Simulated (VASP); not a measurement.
# Si in VASP: a series of runs

The runs below take Si through single point, with PBE.

All numbers are computed with VASP 6.6.1; they aren't measurements. Logs are shortened: lines on timing, memory, paths and dates and some standing lists are left out, and cuts for length are marked.

## (1) The cell of the first run

The structure is cubic, space group Fd-3m (No. 227). Conventional cell: a = 5.561 Å, b = 5.561 Å, c = 5.561 Å, α = 90.00°, β = 90.00°, γ = 90.00°. Within 3.2 Å of Si (site symmetry -43m) lie 4 Si at 2.41 Å.

## (2) Single point, PBE (the cell strained)

The input, INCAR:

```
SYSTEM = Si
PREC = Accurate
ENCUT = 520
EDIFF = 1E-6
ISMEAR = 0
SIGMA = 0.05
LREAL = .FALSE.
LASPH = .TRUE.
NELM = 60
ALGO = Normal
ISIF = 2
LWAVE = .FALSE.
LCHARG = .TRUE.
GGA = PE
LELF = .TRUE.
LVHAR = .TRUE.
NBANDS = 16
```

The input, KPOINTS:

```
regular mesh
0
G
  8 8 6
  0 0 0
```

The input, POSCAR:

```
Si
1.0
    0.0000000000     -2.7804312639     -2.7804312639
    0.0000000000      2.7804312639     -2.7804312639
    5.5608625278      0.0000000000      0.0000000000
Si
4
Direct
    0.5000000000      0.5000000000      0.0000000000
    0.0000000000      0.0000000000      0.5000000000
    1.0000000000      0.5000000000      0.2500000000
    0.5000000000      0.0000000000      0.7500000000
```

Potentials or basis: VASP PAW PBE potentials, release 64 (Si).

Launch:

```
$ cat potpaw_PBE.64/Si/POTCAR > POTCAR
$ mpirun -np 1 vasp_std > vasp.out
```

OUTCAR:

```text
SYSTEM = Si
   PREC = Accurate
   ENCUT = 520
   EDIFF = 1E-6
   ISMEAR = 0
   LREAL = .FALSE.
   LASPH = .TRUE.
   NELM = 60
   ISIF = 2
   GGA = PE

 ion  position               nearest neighbor table
   1  0.500  0.500  0.000-   3 2.41   4 2.41   4 2.41   3 2.41
   2  0.000  0.000  0.500-   3 2.41   4 2.41   3 2.41   4 2.41
   3  0.000  0.500  0.250-   1 2.41   2 2.41   2 2.41   1 2.41
   4  0.500  0.000  0.750-   1 2.41   2 2.41   1 2.41   2 2.41

  LATTYP: Found a simple tetragonal cell.
 ALAT       =     3.9321236027
 C/A-ratio  =     1.4142135624

  Lattice vectors:

 A1 = (   0.0000000000,  -2.7804312639,  -2.7804312639)
 A2 = (   0.0000000000,   2.7804312639,  -2.7804312639)
 A3 = (   5.5608625278,   0.0000000000,   0.0000000000)

Analysis of symmetry for initial positions (statically):
=====================================================================
 Subroutine PRICEL returns following result:

  LATTYP: Found a face centered cubic cell.
 ALAT       =     5.5608625278

  Lattice vectors:

 A1 = (  -2.7804312639,   0.0000000000,   2.7804312639)
 A2 = (  -2.7804312639,  -2.7804312639,   0.0000000000)
 A3 = (  -0.0000000000,  -2.7804312639,   2.7804312639)

   2 primitive cells build up your supercell.

 Routine SETGRP: Setting up the symmetry group for a
 simple tetragonal supercell.

 Subroutine GETGRP returns: Found 16 space group operations
 (whereof  8 operations were pure point group operations)
 out of a pool of 16 trial point group operations.

The static configuration has the point symmetry D_2d.
 The point group associated with its full space group is D_4h.

Analysis of symmetry for dynamics (positions and initial velocities):
=====================================================================
 Subroutine PRICEL returns following result:

  LATTYP: Found a face centered cubic cell.
 ALAT       =     5.5608625278

  Lattice vectors:

 A1 = (  -2.7804312639,   0.0000000000,   2.7804312639)
 A2 = (  -2.7804312639,  -2.7804312639,   0.0000000000)
 A3 = (  -0.0000000000,  -2.7804312639,   2.7804312639)

   2 primitive cells build up your supercell.

 Routine SETGRP: Setting up the symmetry group for a
 simple tetragonal supercell.

 Subroutine GETGRP returns: Found 16 space group operations
 (whereof  8 operations were pure point group operations)
 out of a pool of 16 trial point group operations.

The dynamic configuration has the point symmetry D_2d.
 The point group associated with its full space group is D_4h.

 Subroutine INISYM returns: Found 16 space group operations
 (whereof  8 operations are pure point group operations),
 and found     2 'primitive' translations

----------------------------------------------------------------------------------------

                                     Primitive cell

  volume of cell :      42.9899

  direct lattice vectors                    reciprocal lattice vectors
    -2.780431264  0.000000000  2.780431264    -0.179828218  0.179828218  0.179828218
    -2.780431264 -2.780431264  0.000000000    -0.179828218 -0.179828218 -0.179828218
    -0.000000000 -2.780431264  2.780431264     0.179828218 -0.179828218  0.179828218

  length of vectors
     3.932123603  3.932123603  3.932123603     0.311471611  0.311471611  0.311471611

  position of ions in fractional coordinates (direct lattice)
     0.500000000  0.500000000  0.500000000
     0.750000000  0.750000000  0.750000000

  ion indices of the primitive-cell ions
   primitive index   ion index
                 1           1
                 2           3

----------------------------------------------------------------------------------------

 KPOINTS: regular mesh

Automatic generation of k-mesh.
 Grid dimensions read from file:
 generate k-points for:    8    8    6

 Generating k-lattice:

  Cartesian coordinates                     Fractional coordinates (reciprocal lattice)
     0.000000000 -0.022478527 -0.022478527     0.125000000  0.000000000  0.000000000
     0.000000000  0.022478527 -0.022478527     0.000000000  0.125000000  0.000000000
     0.029971370  0.000000000  0.000000000     0.000000000  0.000000000  0.166666667

  Length of vectors
     0.031789438  0.031789438  0.029971370

  Shift w.r.t. Gamma in fractional coordinates (k-lattice)
     0.000000000  0.000000000  0.000000000

 Subroutine IBZKPT returns following result:
 ===========================================

 Found     60 irreducible k-points:

 Following reciprocal coordinates:
            Coordinates               Weight
  0.000000  0.000000  0.000000      1.000000
  0.125000  0.000000  0.000000      4.000000
  0.250000  0.000000  0.000000      4.000000
  0.375000  0.000000  0.000000      4.000000
  0.500000  0.000000  0.000000      2.000000
  0.125000  0.125000  0.000000      4.000000
[... 16 lines left out ...]
  0.375000  0.125000  0.166667     16.000000
  0.500000  0.125000  0.166667      8.000000
 [... further k-points ...]
   k-points           NKPTS =     60   k-points in BZ     NKDIM =     60   number of bands    NBANDS=     16
   number of dos      NEDOS =    301   number of ions     NIONS =      4
   total plane-waves  NPLWV =  37800
   dimension x,y,z NGX =    30 NGY =   30 NGZ =   42
   dimension x,y,z NGXF=    60 NGYF=   60 NGZF=   84
   ions per type =               4
   NGX,Y,Z   is equivalent  to a cutoff of  12.68, 12.68, 12.56 a.u.
   NGXF,Y,Z  is equivalent  to a cutoff of  25.37, 25.37, 25.11 a.u.
 SYSTEM =  Si
   PREC   = accura    normal or accurate (medium, high low for compatibility)
   ISTART =      0    job   : 0-new  1-cont  2-samecut
   ICHARG =      2    charge: 1-file 2-atom 10-const
   ISPIN  =      1    spin polarized calculation?
   LNONCOLLINEAR =      F non collinear calculations
   LSORBIT =      F    spin-orbit coupling
   LASPH  =      T    aspherical Exc in radial PAW
   ENCUT  =  520.0 eV  38.22 Ry    6.18 a.u.   7.31  7.31 10.34*2*pi/ulx,y,z
   NELM   =     60;   NELMIN=  2; NELMDL= -5     # of ELM steps
   EDIFF  = 0.1E-05   stopping-criterion for ELM
   LREAL  =      F    real-space projection
[... 7 lines left out ...]
   TEBEG  =    0.0;   TEEND  =   0.0 temperature during run
   PSTRESS=    0.0 pullay stress
   NELECT =      16.0000    total number of electrons
   NUPDOWN=      -1.0000    fix difference up-down
   EMIN   =  10.00;   EMAX   =-10.00  energy-range for DOS
   EFERMI =   0.00;   METHOD = LEGACY
   ISMEAR =     0;   SIGMA  =   0.05  broadening in eV -4-tet -1-fermi 0-gaus
   EFERMI_NEDOS =   21; number of points for ismear=-14 and -15
   IALGO  =     38    algorithm
   IMIX   =      4    mixing-type and parameters
     AMIX     =   0.40;   BMIX     =  1.00
     AMIX_MAG =   1.60;   BMIX_MAG =  1.00
  volume/ion in A,a.u.               =      21.49       145.06
  Fermi-wavevector in a.u.,A,eV,Ry     =   0.934651  1.766234 11.885667  0.873572
  Thomas-Fermi vector in A             =   2.061477
   LORBIT       =      0    0 simple, 1 ext, 2 COOP (PROOUT), +10 PAW based schemes
   GGA     = PE    functional components
   LHFCALC =     F    Hartree Fock is set to
   AEXX    =    0.0000 exact exchange contribution
   IVDW    =     0    specifies the selected vdW correction
   LEPSILON=     F    determine dielectric tensor
   LRPA    =     F    only Hartree local field effects (RPA)
 non-spin polarized calculation
 Gauss-broadening in eV      SIGMA  =   0.05
  energy-cutoff  :      520.00
  volume of cell :       85.98
 maximum number of plane-waves:      2348
 NGX is ok and might be reduce to    30
   NGX = 15   NGY = 15   NGZ = 21

 number of electron      15.9999998 magnetization

 Free energy of the ion-electron system (eV)
  ---------------------------------------------------
  ext. energy  EPLUGINS =         0.00000000
  ---------------------------------------------------
  free energy    TOTEN  =       -21.64252827 eV

  energy without entropy =      -21.64252827  energy(sigma->0) =      -21.64252827

 E-fermi :   5.3797     XC(G=0):  -9.1332

 val. band max:        5.1300304129   @ k =   0.0000   0.0000   0.0000
 cond. band min:       5.8233070411   @ k =   0.0000   0.0000   0.1667
 fundamental gap:      0.6932766282
 Fermi energy:         5.3796970563

 k-point     1 :       0.0000    0.0000    0.0000
  band No.  band energies     occupation
      1      -6.3537      2.00000
      2      -2.4629      2.00000
      3      -2.4629      2.00000
      4       2.4641      2.00000
      5       2.4641      2.00000
      6       5.1299      2.00000
[... 8 lines left out ...]
     15      12.8107      0.00000
     16      12.8147      0.00000

 k-point     2 :       0.1250    0.0000    0.0000
  band No.  band energies     occupation
      1      -6.2255      2.00000
      2      -2.5392      2.00000
      3      -2.3216      2.00000
      4       1.8579      2.00000
      5       2.5662      2.00000
      6       4.0637      2.00000
[... 8 lines left out ...]
     15      12.2455      0.00000
     16      12.6841      0.00000

 k-point     3 :       0.2500    0.0000    0.0000
  band No.  band energies     occupation
      1      -5.8462      2.00000
      2      -2.8786      2.00000
      3      -1.8987      2.00000
      4       1.1557      2.00000
      5       2.4646      2.00000
      6       2.8632      2.00000
[... 8 lines left out ...]
     15      11.5147      0.00000
     16      12.2925      0.00000

 k-point     4 :       0.3750    0.0000    0.0000
  band No.  band energies     occupation
      1      -5.2358      2.00000
      2      -3.5798      2.00000
      3      -1.1980      2.00000
      4       1.0037      2.00000
      5       1.1095      2.00000
      6       2.5466      2.00000
[... 8 lines left out ...]
     15      11.2356      0.00000
     16      11.2739      0.00000
[... 324 lines left out ...]
 k-point    22 :       0.2500    0.1250    0.1667
  band No.  band energies     occupation
      1      -5.6104      2.00000
      2      -3.3123      2.00000
      3      -1.4502      2.00000
      4       1.4452      2.00000
      5       1.7436      2.00000
      6       2.4842      2.00000
[... 8 lines left out ...]
     15       9.9700      0.00000
     16      12.2873      0.00000

 k-point    23 :       0.3750    0.1250    0.1667
  band No.  band energies     occupation
      1      -5.0123      2.00000
      2      -3.5499      2.00000
      3      -1.3801      2.00000
      4       0.4116      2.00000
      5       1.5624      2.00000
      6       2.9065      2.00000
[... 8 lines left out ...]
     15      11.2725      0.00000
     16      11.6495      0.00000

 k-point    24 :       0.5000    0.1250    0.1667
  band No.  band energies     occupation
      1      -4.2580      2.00000
      2      -4.2580      2.00000
      3      -0.6864      2.00000
      4      -0.6864      2.00000
      5       2.1899      2.00000
      6       2.1899      2.00000
[... 8 lines left out ...]
     15      10.6221      0.00000
     16      10.6221      0.00000

 [... further k-points ...]

------------------------ aborting loop because EDIFF is reached ----------------------------------------

  FORCE on cell =-STRESS in cart. coord.  units (eV):
  Direction    XX          YY          ZZ          XY          YZ          ZX
  --------------------------------------------------------------------------------------
  -------------------------------------------------------------------------------------
  Total       -2.1617945     -2.1361536     -2.1361536      0.0000000      0.0000000      0.0000000
  in kB      -40.2836225    -39.8058199    -39.8058199      0.0000000      0.0000000      0.0000000
  external PRESSURE =     -39.9650875 kB  Pullay stress =       0.0000000 kB

 VOLUME and BASIS-vectors are now :
 -----------------------------------------------------------------------------
  energy-cutoff  :      520.00
  volume of cell :       85.98
      direct lattice vectors                 reciprocal lattice vectors
     0.000000000 -2.780431264 -2.780431264     0.000000000 -0.179828218 -0.179828218
     0.000000000  2.780431264 -2.780431264     0.000000000  0.179828218 -0.179828218
     5.560862528  0.000000000  0.000000000     0.179828218  0.000000000  0.000000000

 POSITION                                       TOTAL-FORCE (eV/Angst)
 -----------------------------------------------------------------------------------
      0.00000      0.00000     -2.78043         0.000000      0.000000      0.000000
      2.78043      0.00000      0.00000        -0.000000      0.000000      0.000000
      1.39022      1.39022     -1.39022         0.000000     -0.000000     -0.000000
      4.17065     -1.39022     -1.39022         0.000000     -0.000000     -0.000000
 -----------------------------------------------------------------------------------
    total drift:                                0.000000      0.000000     -0.000000

  FREE ENERGIE OF THE ION-ELECTRON SYSTEM (eV)
  ---------------------------------------------------
  free  energy   TOTEN  =       -21.6425282687 eV

  energy  without entropy=      -21.6425282687  energy(sigma->0) =      -21.64252827
```

It took 28 s on 1 thread of Intel Xeon 6975P-C (Granite Rapids), shared host; peak memory 0.2 GiB.

What came out:

| Item | Value |
| --- | --- |
| Free energy | -21.6425 eV |
| Pressure | -4.0 GPa |
| Band gap on the k mesh | 0.69 eV |

Caveat: the cell differs from its parent crystal (the cell strained); the cell stands under tension. A k mesh can miss the band edges.

## (3) Single point, PBE (the cell strained)

The input, INCAR:

```
SYSTEM = Si
ALGO = Normal ; EDIFF = 1E-6
ENCUT = 520 ; GGA = PE
ISIF = 2 ; ISMEAR = 0
LASPH = .True. ; LCHARG = .True.
LELF = .True. ; LREAL = .False.
LVHAR = .True. ; LWAVE = .False.
NBANDS = 16 ; NELM = 80
PREC = Accurate ; SIGMA = 0.05
```

The input, KPOINTS:

```
k-points
0
Gamma
  8 8 6
  0 0 0
```

The input, POSCAR:

```
Si
1.0
    0.0000000000     -2.8031297782     -2.8031297782
    0.0000000000      2.8031297782     -2.8031297782
    5.6062595564      0.0000000000      0.0000000000
Si
4
Direct
    0.5000000000      0.5000000000      0.0000000000
    0.0000000000      0.0000000000      0.5000000000
    1.0000000000      0.5000000000      0.2500000000
    0.5000000000      0.0000000000      0.7500000000
```

Potentials or basis: VASP PAW PBE potentials, release 64 (Si).

Launch:

```
$ cat potpaw_PBE.64/Si/POTCAR > POTCAR
$ mpirun -np 1 vasp_std > vasp.out
```

Wall time 29 s (1 thread of Intel Xeon 6975P-C (Granite Rapids), shared host); peak memory 0.2 GiB.

Results (log left out):

```
Free energy            : -21.5786 eV
Pressure               : -5.6 GPa
Band gap on the k mesh : 0.73 eV
```

Levels at points of the mesh, in eV from the valence-band top:
```tsv
k point	band 4	band 5	band 6	band 7	band 8	band 9	band 10	band 11	band 12	band 13
(0.00, 0.00, 0.00)	-2.61	-2.61	0.00	0.00	0.00	0.88	0.88	2.31	2.52	2.52
(0.50, 0.00, 0.00)	-5.32	-3.39	-3.39	-1.22	-1.22	2.37	2.37	4.59	4.59	4.90
(0.50, 0.50, 0.00)	-7.52	-2.61	-2.61	-2.61	-2.61	0.88	0.88	0.88	0.88	9.31
(0.00, 0.00, 0.50)	-3.54	-1.71	-1.71	-1.71	-1.71	1.21	1.21	3.10	3.10	5.45
(0.50, 0.00, 0.50)	-6.55	-1.11	-1.11	-1.11	-1.11	1.21	1.21	3.37	3.37	3.37
(0.50, 0.50, 0.50)	-7.40	-3.46	-3.46	-3.46	-3.46	4.27	4.27	4.27	4.27	4.66
```

Caveat: the cell differs from its parent crystal (the cell strained); the cell stands under tension. A k mesh can miss the band edges.

## (4) Single point, PBE (atoms displaced along a vibrational mode, the cell strained)

The input, INCAR:

```
SYSTEM = Si
ALGO = Normal
EDIFF = 1E-6
ENCUT = 520
GGA = PE
ISIF = 2
ISMEAR = 0
LASPH = .TRUE.
LCHARG = .FALSE.
LREAL = .FALSE.
LWAVE = .FALSE.
NBANDS = 16
NELM = 60
PREC = Accurate
SIGMA = 0.05
```

The input, KPOINTS:

```
k-points
0
G
  8 8 6
  0 0 0
```

The input, POSCAR:

```
Si
1.0
    0.0000000000     -2.6663917402     -2.6663917402
    0.0000000000      2.6663917402     -2.6663917402
    5.3327834804      0.0000000000      0.0000000000
Si
4
Direct
    0.5039640536      0.5145972412      0.0000000000
   -0.0039640536     -0.0145972412      0.5000000000
    1.0039640536      0.4854027588      0.2500000000
    0.4960359464      0.0145972412      0.7500000000
```

Launch:

```
$ cat potpaw_PBE.64/Si/POTCAR > POTCAR
$ mpirun -np 1 vasp_std > vasp.out
```

It took 34 s on 1 thread of Intel Xeon 6975P-C (Granite Rapids), shared host; peak memory 0.22 GiB.

Results (log left out):

* Free energy: -21.5503 eV
* Pressure: 7.7 GPa
* Largest force: 0.092 eV/Å
* Band gap on the k mesh: 0.49 eV

Forces in eV/Å, atoms in the order of the input:
```
Si   0.031 -0.044  0.074
Si   0.031  0.044 -0.074
Si  -0.031  0.074 -0.044
Si  -0.031 -0.074  0.044
```

Stress tensor (GPa, compression positive):
```
 7.66  0.00  0.00
 0.00  7.75 -0.10
 0.00 -0.10  7.75
```

Levels at points of the mesh, in eV from the valence-band top:
| k point | band 6 | band 7 | band 8 | band 9 | band 10 | band 11 |
| --- | --- | --- | --- | --- | --- | --- |
| (0.00, 0.00, 0.00) | -0.10 | 0.00 | 0.00 | 0.59 | 0.67 | 2.58 |
| (0.50, 0.00, 0.00) | -3.97 | -1.40 | -1.40 | 2.46 | 2.46 | 4.88 |
| (0.00, 0.50, 0.00) | -3.97 | -1.39 | -1.39 | 2.47 | 2.47 | 4.88 |
| (0.50, 0.50, 0.00) | -3.00 | -3.00 | -3.00 | 0.57 | 0.57 | 0.58 |
| (0.00, 0.00, 0.50) | -2.00 | -1.99 | -1.99 | 1.07 | 1.07 | 3.07 |
| (0.50, 0.00, 0.50) | -1.26 | -1.24 | -1.24 | 1.72 | 1.72 | 3.30 |
| (0.00, 0.50, 0.50) | -1.25 | -1.24 | -1.24 | 1.71 | 1.71 | 3.29 |
| (0.50, 0.50, 0.50) | -4.10 | -4.10 | -4.10 | 4.24 | 4.24 | 4.24 |

Caveat: the cell differs from its parent crystal (atoms displaced along a vibrational mode, the cell strained); the cell stands under pressure. A k mesh can miss the band edges.

## (5) The runs side by side

| cell | gap on the mesh (eV) | pressure (GPa) |
| --- | --- | --- |
| a = 3.932, b = 3.932, c = 5.561 Å, 4 atoms, atomic positions A | 0.69 | -4.0 |
| a = 3.964, b = 3.964, c = 5.606 Å, 4 atoms, atomic positions A | 0.73 | -5.6 |
| a = 3.771, b = 3.771, c = 5.333 Å, 4 atoms, atomic positions B | 0.49 | 7.7 |

Alike in all rows: task single point; level PBE; potentials or basis VASP PAW PBE potentials, release 64 (Si); no spin polarisation; k mesh 8 × 8 × 6; cutoff (eV) 520; smearing gaussian 0.05 eV.

Caveats: the cell stands under tension (at least some runs); the cell stands under pressure (at least some runs).

Absolute energies hang on the potentials; compare differences alone.
